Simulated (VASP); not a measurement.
Li15H17 (a cell with a defect), 32 atoms in the cell. The cell holds a defect, 32 atoms: a = 6.941 Å, b = 6.941 Å, c = 6.941 Å, α = 109.47°, β = 109.47°, γ = 109.47°. 

```yaml
Program: VASP 6.6.1
Task: single point
Functional: PBE
Potentials_or_basis: VASP PAW PBE potentials, release 64 (H, Li_sv)
Cutoff: 520 eV
k_mesh: 2 × 2 × 2, shifted
Occupations: gaussian, width 0.01 eV
Spin: collinear spin
Dipole_correction: no
Charge: 1
Further_INCAR_settings: LREAL = Auto; ALGO = Normal; EDIFF = 1e-07; NBANDS = 57; NELECT = 61.0
```

Potentials or basis: VASP PAW PBE potentials, release 64 (H, Li_sv).

The run is started by

```bash
$ cat potpaw_PBE.64/H/POTCAR potpaw_PBE.64/Li_sv/POTCAR > POTCAR
$ mpirun -np 1 vasp_std > vasp.out
```

Hardware: 1 thread of Intel(R) Xeon(R) 6975P-C (Granite Rapids), on a shared host.

Q: How long does it take, and how much memory?

A: Wall time 110 s on 1 thread of Intel(R) Xeon(R) 6975P-C (Granite Rapids), on a shared host, peak memory 0.49 GiB. Counts: scf iterations 18, k points 2.
